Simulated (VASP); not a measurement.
# TiTe2 (P-3m1) in VASP: notebook

Runs on TiTe2. Level: PBE+D3(BJ). Tasks: single point.

All numbers are computed with VASP 6.6.1; they aren't measurements. Logs are shortened: lines on timing, memory, paths and dates and some standing lists are left out, and cuts for length are marked.

## (1) The cell of the first run

Symmetry: P-3m1, No. 164, trigonal system. Conventional cell: a = 3.666 Å, b = 3.666 Å, c = 6.299 Å, α = 90.00°, β = 90.00°, γ = 120.00°. Within 3.7 Å of Ti (site symmetry -3m) lie 6 Te at 2.74 Å and 6 Ti at 3.67 Å. Within 3.7 Å of Te (site symmetry 3m) lie 3 Ti at 2.74 Å and 9 Te at 3.54 to 3.67 Å.

## (2) Single point, PBE+D3(BJ) (24.44 Å³/atom)

File INCAR:

```
SYSTEM = TiTe2
  ALGO = Normal
  EDIFF = 1E-7
  ENCUT = 520
  GGA = PE
  ISIF = 2
  ISMEAR = 0
  IVDW = 12
  LASPH = .True.
  LCHARG = .False.
  LREAL = .False.
  LWAVE = .False.
  NBANDS = 19
  NELM = 60
  PREC = Accurate
  SIGMA = 0.1
```

File KPOINTS:

```
k-points
0
Gamma
  18 18 10
  0 0 0
```

File POSCAR:

```
TiTe2
1.0
    3.6659114926      0.0000000000      0.0000000000
   -1.8329557463      3.1747724806      0.0000000000
    0.0000000000      0.0000000000      6.2988315577
Ti Te
1 2
Direct
    0.0000000000      0.0000000000      0.0000000000
    0.6666666667      0.3333333333      0.2750932438
    0.3333333333      0.6666666667      0.7249067562
```

Potentials or basis: VASP PAW PBE potentials, release 64 (Ti_sv, Te).

Started as:

```sh
$ cat potpaw_PBE.64/Ti_sv/POTCAR potpaw_PBE.64/Te/POTCAR > POTCAR
$ mpirun -np 1 vasp_std > vasp.out
```

OUTCAR:

```text
SYSTEM = TiTe2
   EDIFF = 1E-7
   ENCUT = 520
   GGA = PE
   ISIF = 2
   ISMEAR = 0
   IVDW = 12
   LASPH = .True.
   LREAL = .False.
   NELM = 60
   PREC = Accurate
 IVDW          = 12

 ion  position               nearest neighbor table
   1  0.000  0.000  0.000-   2 2.74   3 2.74   3 2.74   2 2.74   2 2.74   3 2.74
   2  0.667  0.333  0.275-   1 2.74   1 2.74   1 2.74   3 3.54   3 3.54   3 3.54
   3  0.333  0.667  0.725-   1 2.74   1 2.74   1 2.74   2 3.54   2 3.54   2 3.54

  LATTYP: Found a hexagonal cell.
 ALAT       =     3.6659114926
 C/A-ratio  =     1.7182170302

  Lattice vectors:

 A1 = (   3.6659114926,   0.0000000000,   0.0000000000)
 A2 = (  -1.8329557463,   3.1747724806,   0.0000000000)
 A3 = (   0.0000000000,   0.0000000000,   6.2988315577)

Analysis of symmetry for initial positions (statically):
=====================================================================
 Subroutine PRICEL returns:
 Original cell was already a primitive cell.

 Routine SETGRP: Setting up the symmetry group for a
 hexagonal supercell.

 Subroutine GETGRP returns: Found 12 space group operations
 (whereof 12 operations were pure point group operations)
 out of a pool of 24 trial point group operations.

The static configuration has the point symmetry D_3d.

Analysis of symmetry for dynamics (positions and initial velocities):
=====================================================================
 Subroutine PRICEL returns:
 Original cell was already a primitive cell.

 Routine SETGRP: Setting up the symmetry group for a
 hexagonal supercell.

 Subroutine GETGRP returns: Found 12 space group operations
 (whereof 12 operations were pure point group operations)
 out of a pool of 24 trial point group operations.

The dynamic configuration has the point symmetry D_3d.

 Subroutine INISYM returns: Found 12 space group operations
 (whereof 12 operations are pure point group operations),
 and found     1 'primitive' translations

----------------------------------------------------------------------------------------

                                     Primitive cell

  volume of cell :      73.3085

  direct lattice vectors                    reciprocal lattice vectors
     3.665911493  0.000000000  0.000000000     0.272783454  0.157491601  0.000000000
    -1.832955746  3.174772481  0.000000000     0.000000000  0.314983202  0.000000000
     0.000000000  0.000000000  6.298831558     0.000000000  0.000000000  0.158759603

  length of vectors
     3.665911493  3.665911493  6.298831558     0.314983202  0.314983202  0.158759603

  position of ions in fractional coordinates (direct lattice)
     0.000000000  0.000000000  0.000000000
     0.666666667  0.333333333  0.275093244
     0.333333333  0.666666667  0.724906756

  ion indices of the primitive-cell ions
   primitive index   ion index
                 1           1
                 2           2
                 3           3

----------------------------------------------------------------------------------------

 KPOINTS: k-points

Automatic generation of k-mesh.
 Grid dimensions read from file:
 generate k-points for:   18   18   10

 Generating k-lattice:

  Cartesian coordinates                     Fractional coordinates (reciprocal lattice)
     0.015154636  0.008749533  0.000000000     0.055555556 -0.000000000  0.000000000
     0.000000000  0.017499067  0.000000000     0.000000000  0.055555556  0.000000000
     0.000000000  0.000000000  0.015875960     0.000000000  0.000000000  0.100000000

  Length of vectors
     0.017499067  0.017499067  0.015875960

  Shift w.r.t. Gamma in fractional coordinates (k-lattice)
     0.000000000  0.000000000  0.000000000

 Subroutine IBZKPT returns following result:
 ===========================================

 Found    330 irreducible k-points:

 Following reciprocal coordinates:
            Coordinates               Weight
  0.000000  0.000000  0.000000      1.000000
  0.055556 -0.000000  0.000000      6.000000
  0.111111 -0.000000  0.000000      6.000000
  0.166667 -0.000000  0.000000      6.000000
  0.222222  0.000000  0.000000      6.000000
  0.277778 -0.000000  0.000000      6.000000
[... 16 lines left out ...]
  0.333333  0.111111  0.000000     12.000000
  0.388889  0.111111  0.000000     12.000000
 [... further k-points ...]
   k-points           NKPTS =    330   k-points in BZ     NKDIM =    330   number of bands    NBANDS=     19
   number of dos      NEDOS =    301   number of ions     NIONS =      3
   total plane-waves  NPLWV =  37632
   dimension x,y,z NGX =    28 NGY =   28 NGZ =   48
   dimension x,y,z NGXF=    56 NGYF=   56 NGZF=   96
   ions per type =               1   2
   NGX,Y,Z   is equivalent  to a cutoff of  12.70, 12.70, 12.67 a.u.
   NGXF,Y,Z  is equivalent  to a cutoff of  25.40, 25.40, 25.34 a.u.
 SYSTEM =  TiTe2
   PREC   = accura    normal or accurate (medium, high low for compatibility)
   ISTART =      0    job   : 0-new  1-cont  2-samecut
   ICHARG =      2    charge: 1-file 2-atom 10-const
   ISPIN  =      1    spin polarized calculation?
   LNONCOLLINEAR =      F non collinear calculations
   LSORBIT =      F    spin-orbit coupling
   LASPH  =      T    aspherical Exc in radial PAW
   ENCUT  =  520.0 eV  38.22 Ry    6.18 a.u.   6.82  6.82 11.71*2*pi/ulx,y,z
   NELM   =     60;   NELMIN=  2; NELMDL= -5     # of ELM steps
   EDIFF  = 0.1E-06   stopping-criterion for ELM
   LREAL  =      F    real-space projection
   EDIFFG = 0.1E-05   stopping-criterion for IOM
   NSW    =      0    number of steps for IOM
   IBRION =     -1    ionic relax: 0-MD 1-quasi-New 2-CG
   NFREE  =      0    steps in history (QN), initial steepest desc. (CG)
   ISIF   =      2    stress and relaxation
   ISYM   =      2    0-nonsym 1-usesym 2-fastsym
   POTIM  = 0.5000    time-step for ionic-motion
   TEBEG  =    0.0;   TEEND  =   0.0 temperature during run
   PSTRESS=    0.0 pullay stress
   NELECT =      24.0000    total number of electrons
   NUPDOWN=      -1.0000    fix difference up-down
   EMIN   =  10.00;   EMAX   =-10.00  energy-range for DOS
   EFERMI =   0.00;   METHOD = LEGACY
   ISMEAR =     0;   SIGMA  =   0.10  broadening in eV -4-tet -1-fermi 0-gaus
   EFERMI_NEDOS =   21; number of points for ismear=-14 and -15
   IALGO  =     38    algorithm
   IMIX   =      4    mixing-type and parameters
     AMIX     =   0.40;   BMIX     =  1.00
     AMIX_MAG =   1.60;   BMIX_MAG =  1.00
  volume/ion in A,a.u.               =      24.44       164.90
  Fermi-wavevector in a.u.,A,eV,Ry     =   1.128306  2.132190 17.321242  1.273075
  Thomas-Fermi vector in A             =   2.264996
   LORBIT       =      0    0 simple, 1 ext, 2 COOP (PROOUT), +10 PAW based schemes
   GGA     = PE    functional components
   LHFCALC =     F    Hartree Fock is set to
   AEXX    =    0.0000 exact exchange contribution
   IVDW    =    12    specifies the selected vdW correction
   LEPSILON=     F    determine dielectric tensor
   LRPA    =     F    only Hartree local field effects (RPA)
 non-spin polarized calculation
 Gauss-broadening in eV      SIGMA  =   0.10
  energy-cutoff  :      520.00
  volume of cell :       73.31
 maximum number of plane-waves:      1996
   NGX = 13   NGY = 13   NGZ = 23

 number of electron      24.0000004 magnetization

 Free energy of the ion-electron system (eV)
  ---------------------------------------------------
  ext. energy  EPLUGINS =         0.00000000
  ---------------------------------------------------
  free energy    TOTEN  =       -16.09104607 eV

  energy without entropy =      -16.08396122  energy(sigma->0) =      -16.08750364

 E-fermi :   8.0126     XC(G=0): -10.3243

 val. band max:        8.0091013493   @ k =   0.3333  -0.0000   0.5000
 cond. band min:       8.0171193351   @ k =   0.3333   0.0556   0.4000
 fundamental gap:      0.0080179858
 Fermi energy:         8.0126456740

 k-point     1 :       0.0000    0.0000    0.0000
  band No.  band energies     occupation
      1     -49.3202      2.00000
      2     -25.5878      2.00000
      3     -25.5878      2.00000
      4     -25.5605      2.00000
      5      -4.9715      2.00000
      6      -3.1225      2.00000
[... 11 lines left out ...]
     18      13.2675      0.00000
     19      14.5504      0.00000

 k-point     2 :       0.0556   -0.0000    0.0000
  band No.  band energies     occupation
      1     -49.3200      2.00000
      2     -25.5896      2.00000
      3     -25.5882      2.00000
      4     -25.5601      2.00000
      5      -4.9328      2.00000
      6      -3.1014      2.00000
[... 11 lines left out ...]
     18      13.5719      0.00000
     19      14.7472      0.00000

 k-point     3 :       0.1111   -0.0000    0.0000
  band No.  band energies     occupation
      1     -49.3196      2.00000
      2     -25.5948      2.00000
      3     -25.5894      2.00000
      4     -25.5589      2.00000
      5      -4.8175      2.00000
      6      -3.0399      2.00000
[... 11 lines left out ...]
     18      14.1066      0.00000
     19      15.1763      0.00000

 k-point     4 :       0.1667   -0.0000    0.0000
  band No.  band energies     occupation
      1     -49.3190      2.00000
      2     -25.6027      2.00000
      3     -25.5912      2.00000
      4     -25.5570      2.00000
      5      -4.6294      2.00000
      6      -2.9434      2.00000
[... 407 lines left out ...]
     18      13.7303      0.00000
     19      14.3737      0.00000

 k-point    23 :       0.3333    0.1111    0.0000
  band No.  band energies     occupation
      1     -49.3159      2.00000
      2     -25.6387      2.00000
      3     -25.6038      2.00000
      4     -25.5475      2.00000
      5      -3.2896      2.00000
      6      -2.4868      2.00000
[... 11 lines left out ...]
     18      13.4496      0.00000
     19      14.3187      0.00000

 k-point    24 :       0.3889    0.1111    0.0000
  band No.  band energies     occupation
      1     -49.3155      2.00000
      2     -25.6431      2.00000
      3     -25.6053      2.00000
      4     -25.5464      2.00000
      5      -2.9881      2.00000
      6      -2.5027      2.00000
[... 11 lines left out ...]
     18      13.2976      0.00000
     19      14.3183      0.00000

 [... further k-points ...]

------------------------ aborting loop because EDIFF is reached ----------------------------------------

 Edisp (eV)   -1.61597

 E8    (eV) :    -0.7482

  FORCE on cell =-STRESS in cart. coord.  units (eV):
  Direction    XX          YY          ZZ          XY          YZ          ZX
  --------------------------------------------------------------------------------------
  -------------------------------------------------------------------------------------
  Total       0.61079     0.61079     0.61843     0.00000    -0.00000     0.00000
  in kB      13.34887    13.34887    13.51600     0.00000    -0.00000     0.00000
  external pressure =       13.40 kB  Pullay stress =        0.00 kB

 VOLUME and BASIS-vectors are now :
 -----------------------------------------------------------------------------
  energy-cutoff  :      520.00
  volume of cell :       73.31
      direct lattice vectors                 reciprocal lattice vectors
     3.665911493  0.000000000  0.000000000     0.272783454  0.157491601  0.000000000
    -1.832955746  3.174772481  0.000000000     0.000000000  0.314983202  0.000000000
     0.000000000  0.000000000  6.298831558     0.000000000  0.000000000  0.158759603

 POSITION                                       TOTAL-FORCE (eV/Angst)
 -----------------------------------------------------------------------------------
      0.00000      0.00000      0.00000        -0.000000      0.000000      0.000000
      1.83296      1.05826      1.73277        -0.000000     -0.000000      0.005004
     -0.00000      2.11651      4.56607         0.000000      0.000000     -0.005004
 -----------------------------------------------------------------------------------
    total drift:                                0.000000     -0.000000      0.000000

  FREE ENERGIE OF THE ION-ELECTRON SYSTEM (eV)
  ---------------------------------------------------
  free  energy   TOTEN  =       -17.7070178911 eV

  energy  without entropy=      -17.6999330409  energy(sigma->0) =      -17.70347547
```

Wall time 4.2 min (1 thread of Intel Xeon 6975P-C (Granite Rapids), shared host); peak memory 0.54 GiB.

Results:

```yaml
Free_energy: -17.7070 eV
Pressure: 1.3 GPa
Largest_force: 0.005 eV/Å
Band_gap_on_the_k_mesh: zero (bands 12 and 13 overlap by 0.88 eV)
Dispersion_energy_per_atom: -0.539 eV
```

Forces in eV/Å, atoms in the order of the input:
```
Ti   0.000  0.000  0.000
Te   0.000  0.000  0.005
Te   0.000  0.000 -0.005
```

Levels at points of the mesh, in eV from the Fermi level:
```tsv
k point	band 8	band 9	band 10	band 11	band 12	band 13	band 14	band 15	band 16	band 17
(0.00, 0.00, 0.00)	-1.62	-1.62	0.19	0.45	0.45	0.84	1.35	1.35	3.09	3.09
(0.50, 0.00, 0.00)	-4.05	-3.06	-2.60	-1.73	-1.25	-0.08	1.32	1.69	2.43	3.62
(0.00, 0.00, 0.50)	-3.19	-1.51	-1.51	0.43	0.43	0.84	0.84	1.14	3.75	3.75
(0.50, 0.00, 0.50)	-5.14	-2.67	-2.17	-0.89	-0.46	-0.41	1.32	1.69	2.55	3.80
```

Caveat: spin-orbit coupling is left out, which moves the levels of the heavy elements.

(Part 1 of 2 ends here.)
